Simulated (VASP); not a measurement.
# Ru (C2/m) in VASP: single point with PBEsol

Aim: the single point of Ru with PBEsol.

All numbers are computed with VASP 6.6.1; they aren't measurements. Logs are shortened: lines on timing, memory, paths and dates and some standing lists are left out, and cuts for length are marked.

### Step 1. The cell of the first run

It takes space group C2/m (No. 12, monoclinic). The conventional cell has a = 4.687 Å, b = 2.706 Å, c = 4.282 Å, α = 90.00°, β = 90.00°, γ = 90.00°. Ru (site symmetry m) has 12 Ru at 2.44 to 2.93 Å within 3.2 Å.

### Step 2. Single point, PBEsol (atom 1 (Ru) moved by (-0.200, -0.200) A along y and z)

File INCAR:

```
  PREC = Accurate
  ENCUT = 520
  EDIFF = 1E-6
  ISMEAR = 0
  SIGMA = 0.15
  LREAL = False
  LASPH = True
  NELM = 80
  ALGO = Fast
  ISIF = 2
  LWAVE = False
  LCHARG = False
  GGA = PS
  NBANDS = 21
```

File KPOINTS:

```
regular mesh
0
Gamma
  24 24 12
```

File POSCAR:

```
Ru
1.0
    2.7057993342      0.0000000000      0.0000000000
   -1.3528996671      2.3432909610      0.0000000000
    0.0000000000      0.0000000000      4.2819000000
Ru
2
Direct
    0.2906583085      0.5813166170      0.2032917630
    0.6666666667      0.3333333333      0.7500000000
```

Potentials or basis: VASP PAW PBE potentials, release 64 (Ru_pv).

Launch:

```console
> cat potpaw_PBE.64/Ru_pv/POTCAR > POTCAR
> mpirun -np 1 vasp_std > vasp.out
```

OUTCAR:

```text
PREC = Accurate
   ENCUT = 520
   EDIFF = 1E-6
   ISMEAR = 0
   LREAL = False
   LASPH = True
   NELM = 80
   ISIF = 2
   GGA = PS

 ion  position               nearest neighbor table
   1  0.291  0.581  0.203-   2 2.44   2 2.44   2 2.62   2 2.77   2 2.77   2 2.93
   2  0.667  0.333  0.750-   1 2.44   1 2.44   1 2.62   1 2.77   1 2.77   1 2.93

  LATTYP: Found a hexagonal cell.
 ALAT       =     2.7057993342
 C/A-ratio  =     1.5824898565

  Lattice vectors:

 A1 = (   2.7057993342,   0.0000000000,   0.0000000000)
 A2 = (  -1.3528996671,   2.3432909610,   0.0000000000)
 A3 = (   0.0000000000,   0.0000000000,   4.2819000000)

Analysis of symmetry for initial positions (statically):
=====================================================================
 Subroutine PRICEL returns:
 Original cell was already a primitive cell.

 Routine SETGRP: Setting up the symmetry group for a
 hexagonal supercell.

 Subroutine GETGRP returns: Found  4 space group operations
 (whereof  2 operations were pure point group operations)
 out of a pool of 24 trial point group operations.

The static configuration has the point symmetry C_1h.
 The point group associated with its full space group is C_2h.

Analysis of symmetry for dynamics (positions and initial velocities):
=====================================================================
 Subroutine PRICEL returns:
 Original cell was already a primitive cell.

 Routine SETGRP: Setting up the symmetry group for a
 hexagonal supercell.

 Subroutine GETGRP returns: Found  4 space group operations
 (whereof  2 operations were pure point group operations)
 out of a pool of 24 trial point group operations.

The dynamic configuration has the point symmetry C_1h.
 The point group associated with its full space group is C_2h.

 Subroutine INISYM returns: Found  4 space group operations
 (whereof  2 operations are pure point group operations),
 and found     1 'primitive' translations

----------------------------------------------------------------------------------------

                                     Primitive cell

  volume of cell :      27.1493

  direct lattice vectors                    reciprocal lattice vectors
     2.705799334  0.000000000  0.000000000     0.369576556  0.213375124  0.000000000
    -1.352899667  2.343290961  0.000000000     0.000000000  0.426750249  0.000000000
     0.000000000  0.000000000  4.281900000     0.000000000  0.000000000  0.233541185

  length of vectors
     2.705799334  2.705799334  4.281900000     0.426750249  0.426750249  0.233541185

  position of ions in fractional coordinates (direct lattice)
     0.290658308  0.581316617  0.203291763
     0.666666667  0.333333333  0.750000000

  ion indices of the primitive-cell ions
   primitive index   ion index
                 1           1
                 2           2

----------------------------------------------------------------------------------------

 KPOINTS: regular mesh

Automatic generation of k-mesh.
 Grid dimensions read from file:
 generate k-points for:   24   24   12

 Generating k-lattice:

  Cartesian coordinates                     Fractional coordinates (reciprocal lattice)
     0.015399023  0.008890630  0.000000000     0.041666667  0.000000000  0.000000000
     0.000000000  0.017781260  0.000000000     0.000000000  0.041666667  0.000000000
     0.000000000  0.000000000  0.019461765     0.000000000  0.000000000  0.083333333

  Length of vectors
     0.017781260  0.017781260  0.019461765

  Shift w.r.t. Gamma in fractional coordinates (k-lattice)
     0.000000000  0.000000000  0.000000000

 Subroutine IBZKPT returns following result:
 ===========================================

 Found   1814 irreducible k-points:

 Following reciprocal coordinates:
            Coordinates               Weight
  0.000000  0.000000  0.000000      1.000000
  0.041667  0.000000  0.000000      4.000000
  0.000000  0.041667  0.000000      2.000000
  0.083333  0.000000  0.000000      4.000000
  0.000000  0.083333  0.000000      2.000000
  0.125000  0.000000  0.000000      4.000000
[... 16 lines left out ...]
  0.000000  0.458333  0.000000      2.000000
  0.500000  0.000000  0.000000      2.000000
 [... further k-points ...]
   k-points           NKPTS =   1814   k-points in BZ     NKDIM =   1814   number of bands    NBANDS=     21
   number of dos      NEDOS =    301   number of ions     NIONS =      2
   total plane-waves  NPLWV =  12800
   dimension x,y,z NGX =    20 NGY =   20 NGZ =   32
   dimension x,y,z NGXF=    40 NGYF=   40 NGZF=   64
   ions per type =               2
   NGX,Y,Z   is equivalent  to a cutoff of  12.29, 12.29, 12.42 a.u.
   NGXF,Y,Z  is equivalent  to a cutoff of  24.58, 24.58, 24.85 a.u.
 SYSTEM =  unknown system
   PREC   = accura    normal or accurate (medium, high low for compatibility)
   ISTART =      0    job   : 0-new  1-cont  2-samecut
   ICHARG =      2    charge: 1-file 2-atom 10-const
   ISPIN  =      1    spin polarized calculation?
   LNONCOLLINEAR =      F non collinear calculations
   LSORBIT =      F    spin-orbit coupling
   LASPH  =      T    aspherical Exc in radial PAW
   ENCUT  =  520.0 eV  38.22 Ry    6.18 a.u.   5.03  5.03  7.96*2*pi/ulx,y,z
   NELM   =     80;   NELMIN=  2; NELMDL= -5     # of ELM steps
   EDIFF  = 0.1E-05   stopping-criterion for ELM
   LREAL  =      F    real-space projection
   EDIFFG = 0.1E-04   stopping-criterion for IOM
   NSW    =      0    number of steps for IOM
   IBRION =     -1    ionic relax: 0-MD 1-quasi-New 2-CG
   NFREE  =      0    steps in history (QN), initial steepest desc. (CG)
   ISIF   =      2    stress and relaxation
   ISYM   =      2    0-nonsym 1-usesym 2-fastsym
   POTIM  = 0.5000    time-step for ionic-motion
   TEBEG  =    0.0;   TEEND  =   0.0 temperature during run
   PSTRESS=    0.0 pullay stress
   NELECT =      28.0000    total number of electrons
   NUPDOWN=      -1.0000    fix difference up-down
   EMIN   =  10.00;   EMAX   =-10.00  energy-range for DOS
   EFERMI =   0.00;   METHOD = LEGACY
   ISMEAR =     0;   SIGMA  =   0.15  broadening in eV -4-tet -1-fermi 0-gaus
   EFERMI_NEDOS =   21; number of points for ismear=-14 and -15
   IALGO  =     68    algorithm
   IMIX   =      4    mixing-type and parameters
     AMIX     =   0.40;   BMIX     =  1.00
     AMIX_MAG =   1.60;   BMIX_MAG =  1.00
  volume/ion in A,a.u.               =      13.57        91.61
  Fermi-wavevector in a.u.,A,eV,Ry     =   1.654022  3.125649 37.222686  2.735790
  Thomas-Fermi vector in A             =   2.742361
   LORBIT       =      0    0 simple, 1 ext, 2 COOP (PROOUT), +10 PAW based schemes
   GGA     = PS    functional components
   LHFCALC =     F    Hartree Fock is set to
   AEXX    =    0.0000 exact exchange contribution
   IVDW    =     0    specifies the selected vdW correction
   LEPSILON=     F    determine dielectric tensor
   LRPA    =     F    only Hartree local field effects (RPA)
 non-spin polarized calculation
 RMM-DIIS sequential band-by-band and
 Gauss-broadening in eV      SIGMA  =   0.15
  energy-cutoff  :      520.00
  volume of cell :       27.15
 maximum number of plane-waves:       756
   NGX =  9   NGY =  9   NGZ = 15

 number of electron      28.0000008 magnetization

 Free energy of the ion-electron system (eV)
  ---------------------------------------------------
  ext. energy  EPLUGINS =         0.00000000
  ---------------------------------------------------
  free energy    TOTEN  =       -19.94273756 eV

  energy without entropy =      -19.92254450  energy(sigma->0) =      -19.93264103

 E-fermi :  12.7816     XC(G=0): -14.2498

 val. band max:       12.7814100728   @ k =   0.1250  -0.4167   0.0833
 cond. band min:      12.7830747278   @ k =   0.2917  -0.0000   0.0833
 fundamental gap:      0.0016646550
 Fermi energy:        12.7815724210

 k-point     1 :       0.0000    0.0000    0.0000
  band No.  band energies     occupation
      1     -31.0008      2.00000
      2     -30.0549      2.00000
      3     -29.8915      2.00000
      4     -29.8001      2.00000
      5     -29.7199      2.00000
      6     -29.6734      2.00000
[... 13 lines left out ...]
     20      23.0400      0.00000
     21      23.0586      0.00000

 k-point     2 :       0.0417    0.0000    0.0000
  band No.  band energies     occupation
      1     -30.9948      2.00000
      2     -30.0676      2.00000
      3     -29.8995      2.00000
      4     -29.8041      2.00000
      5     -29.7299      2.00000
      6     -29.6742      2.00000
[... 13 lines left out ...]
     20      23.0402      0.00000
     21      23.0589      0.00000

 k-point     3 :       0.0000    0.0417    0.0000
  band No.  band energies     occupation
      1     -30.9962      2.00000
      2     -30.0588      2.00000
      3     -29.9089      2.00000
      4     -29.8098      2.00000
      5     -29.7222      2.00000
      6     -29.6738      2.00000
[... 13 lines left out ...]
     20      23.0400      0.00000
     21      23.0588      0.00000

 k-point     4 :       0.0833    0.0000    0.0000
  band No.  band energies     occupation
      1     -30.9770      2.00000
      2     -30.1049      2.00000
      3     -29.9210      2.00000
      4     -29.8221      2.00000
      5     -29.7536      2.00000
      6     -29.6778      2.00000
[... 13 lines left out ...]
     20      23.0399      0.00000
     21      23.0597      0.00000

 k-point     5 :       0.0000    0.0833    0.0000
  band No.  band energies     occupation
      1     -30.9826      2.00000
      2     -30.0701      2.00000
      3     -29.9577      2.00000
      4     -29.8401      2.00000
      5     -29.7288      2.00000
      6     -29.6756      2.00000
[... 13 lines left out ...]
     20      23.0399      0.00000
     21      23.0592      0.00000
[... 382 lines left out ...]
     20      23.8714      0.00000
     21      26.3554      0.00000

 k-point    22 :       0.4583   -0.0000    0.0000
  band No.  band energies     occupation
      1     -30.8103      2.00000
      2     -30.6889      2.00000
      3     -30.2408      2.00000
      4     -30.1549      2.00000
      5     -30.0216      2.00000
      6     -29.8635      2.00000
[... 13 lines left out ...]
     20      25.1293      0.00000
     21      26.1745      0.00000

 k-point    23 :       0.0000    0.4583    0.0000
  band No.  band energies     occupation
      1     -30.7640      2.00000
      2     -30.7366      2.00000
      3     -30.3331      2.00000
      4     -30.2696      2.00000
      5     -29.8531      2.00000
      6     -29.8009      2.00000
[... 13 lines left out ...]
     20      24.3284      0.00000
     21      25.9077      0.00000

 k-point    24 :       0.5000    0.0000    0.0000
  band No.  band energies     occupation
      1     -30.8205      2.00000
      2     -30.6939      2.00000
      3     -30.2339      2.00000
      4     -30.1460      2.00000
      5     -30.0470      2.00000
      6     -29.8660      2.00000
[... 13 lines left out ...]
     20      25.5283      0.00000
     21      26.0091      0.00000

 [... further k-points ...]
[... 5 lines left out ...]
  --------------------------------------------------------------------------------------
  -------------------------------------------------------------------------------------
  Total        0.6138334     -1.0125472      2.0013577      0.0000000      0.9774273      0.0000000
  in kB       36.2245326    -59.7540780    118.1073637      0.0000000     57.6815211      0.0000000
  external PRESSURE =      31.5259394 kB  Pullay stress =       0.0000000 kB

 VOLUME and BASIS-vectors are now :
 -----------------------------------------------------------------------------
  energy-cutoff  :      520.00
  volume of cell :       27.15
      direct lattice vectors                 reciprocal lattice vectors
     2.705799334  0.000000000  0.000000000     0.369576556  0.213375124  0.000000000
    -1.352899667  2.343290961  0.000000000     0.000000000  0.426750249  0.000000000
     0.000000000  0.000000000  4.281900000     0.000000000  0.000000000  0.233541185

 POSITION                                       TOTAL-FORCE (eV/Angst)
 -----------------------------------------------------------------------------------
      0.00000      1.36219      0.87047         0.000000      1.491777      2.686221
      1.35290      0.78110      3.21143        -0.000000     -1.491777     -2.686221
 -----------------------------------------------------------------------------------
    total drift:                               -0.000000      0.000005     -0.000002

  FREE ENERGIE OF THE ION-ELECTRON SYSTEM (eV)
  ---------------------------------------------------
  free  energy   TOTEN  =       -19.9427375578 eV

  energy  without entropy=      -19.9225444995  energy(sigma->0) =      -19.93264103
```

Run time: 6 min. Hardware: 1 thread of Intel Xeon 6975P-C (Granite Rapids), shared host; peak memory 0.82 GiB.

Results:

* Free energy: -19.9427 eV
* Pressure: 3.2 GPa
* Largest force: 3.073 eV/Å
* Band gap on the k mesh: zero (bands 14 and 15 overlap by 2.81 eV)

Forces in eV/Å, atoms in the order of the input:
```
Ru   0.000  1.492  2.686
Ru   0.000 -1.492 -2.686
```

Stress tensor (GPa, compression positive):
```
 3.62  0.00  0.00
 0.00 -5.98  5.77
 0.00  5.77 11.81
```

Caveat: the cell differs from its parent crystal (atom 1 (Ru) moved by (-0.200, -0.200) A along y and z); the cell stands under pressure; the PAW data sets were made with another functional, which shifts forces and pressure a little.
